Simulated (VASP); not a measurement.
Set up this calculation in VASP 6.6.1, as the native input.

* Task: single point
* Functional: PBE
* Potentials or basis: VASP PAW PBE potentials, release 64 (Ge_d, Se)
* Cutoff: 500 eV
* k mesh: 4 × 8 × 6
* Occupations: gaussian, width 0.02 eV
* Spin: no spin polarisation
* Dipole correction: no
* Further INCAR settings: ALGO = Normal; EDIFF = 1e-06; NBANDS = 50

The structure of GeSe lies in POSCAR:

```
GeSe
1.0
   11.1666353264      0.0000000000      0.0000000000
    0.0000000000      3.8763785220      0.0000000000
    0.0000000000      0.0000000000      4.5397157549
Ge Se
4 4
Direct
    0.8740870154      0.7500000000      0.6226739924
    0.6259129846      0.2500000000      0.1226739924
    0.3740870154      0.7500000000      0.8773260076
    0.1259129846      0.2500000000      0.3773260076
    0.6475934515      0.7500000000      0.5017760495
    0.8524065485      0.2500000000      1.0017760495
    0.1475934515      0.7500000000     -0.0017760495
    0.3524065485      0.2500000000      0.4982239505
```

One way to write it, as run:

INCAR

```
SYSTEM = GeSe
ALGO = Normal
EDIFF = 1E-6
ENCUT = 500
GGA = PE
GGA_COMPAT = .False.
ISIF = 2
ISMEAR = 0
LASPH = .True.
LCHARG = .False.
LREAL = .False.
LWAVE = .False.
NBANDS = 50
NELM = 120
PREC = Accurate
SIGMA = 0.02
```

KPOINTS

```
k-points
0
Gamma
  4 8 6
  0 0 0
```

Potentials or basis: VASP PAW PBE potentials, release 64 (Ge_d, Se).

Launch:

```bash
$ cat potpaw_PBE.64/Ge_d/POTCAR potpaw_PBE.64/Se/POTCAR > POTCAR
$ mpirun -np 1 vasp_std > vasp.out
```

It gave:

| Quantity | Value |
| --- | --- |
| Pressure | 0.0 GPa |
| Largest force | 0.019 eV/Å |
| Band gap on the k mesh | 0.88 eV (least direct gap 0.98 eV) |

Wall time 5.2 min on 1 thread of Intel(R) Xeon(R) 6975P-C (Granite Rapids), with other jobs on the host, peak memory 0.54 GiB.
